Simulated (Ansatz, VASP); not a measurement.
**ZnW3: VASP beside Ansatz**

```
Zn W
1.0
     3.96217    0.00000    0.00000
     0.00000    3.96217    0.00000
     0.00000    0.00000    3.96217
Zn W
1 3
Direct
  0.00000 0.00000 0.00000
  0.00000 0.50000 0.50000
  0.50000 0.00000 0.50000
  0.50000 0.50000 0.00000
```

Alike in both runs: functional PBE; k mesh 4 × 4 × 4; occupations gaussian, width 0.1 eV; no spin polarisation.

Ansatz relaxed the structure, and its values are those at the end. VASP's run is a single point on that final structure, the one shown.

|  | VASP | Ansatz |
| --- | --- | --- |
| version | VASP 6.6.1 | Ansatz 0.2.0 |
| potentials or method | VASP PAW PBE potentials, release 64 (Zn, W_sv), cutoff 520 eV | scalar-relativistic, plane waves, PAW |
| valence electrons in the cell | 54 | 54 |

Ansatz gave:

* gap on the k mesh at the Fermi level (eV): none
* pressure (GPa): -0.4

Question: Which values does VASP return?

Answer: gap on the k mesh at the Fermi level (eV): none; pressure (GPa): 0.2.

A gap of «none» marks a metal or a gap that the smearing closes. With one functional, cell and mesh, what is left measures potentials, basis and numerics.

The k mesh is coarse, so the values compare programs but aren't converged. Neither program's run includes spin-orbit coupling.
